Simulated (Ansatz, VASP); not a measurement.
# BaS in VASP and in Ansatz

```
CELL_PARAMETERS angstrom
0.00000 3.13577 3.13577
3.13577 0.00000 3.13577
3.13577 3.13577 0.00000
ATOMIC_POSITIONS crystal
Ba 0.00000 0.00000 0.00000
S 0.50000 0.50000 0.50000
```

Alike in both runs: functional LDA; k mesh 8 × 8 × 8; occupations fermi-dirac, width 0.02 eV; no spin polarisation.

Ansatz relaxed the structure, and its values are those at the end. VASP's run is a single point on that final structure, the one shown.

|  | VASP | Ansatz |
| --- | --- | --- |
| version | VASP 6.6.1 | Ansatz 0.2.0 |
| potentials or method | VASP PAW LDA potentials, release 64 (Ba_sv, S), cutoff 520 eV | PAW plane waves |
| valence electrons in the cell | 16 | 16 |

|  | VASP | Ansatz | Ansatz less VASP |
| --- | --- | --- | --- |
| gap on the k mesh at the Fermi level (eV) | 1.80 | 1.92 | +0.118 |
| pressure (GPa) | 0.8 | 0.0 | -0.77 |

Ansatz warns that its potentials were made for another functional, while VASP's fit it. LDA's correlation is that of Perdew and Zunger in VASP and of Perdew and Wang (1992) in Ansatz.

Spin-orbit coupling is off throughout.
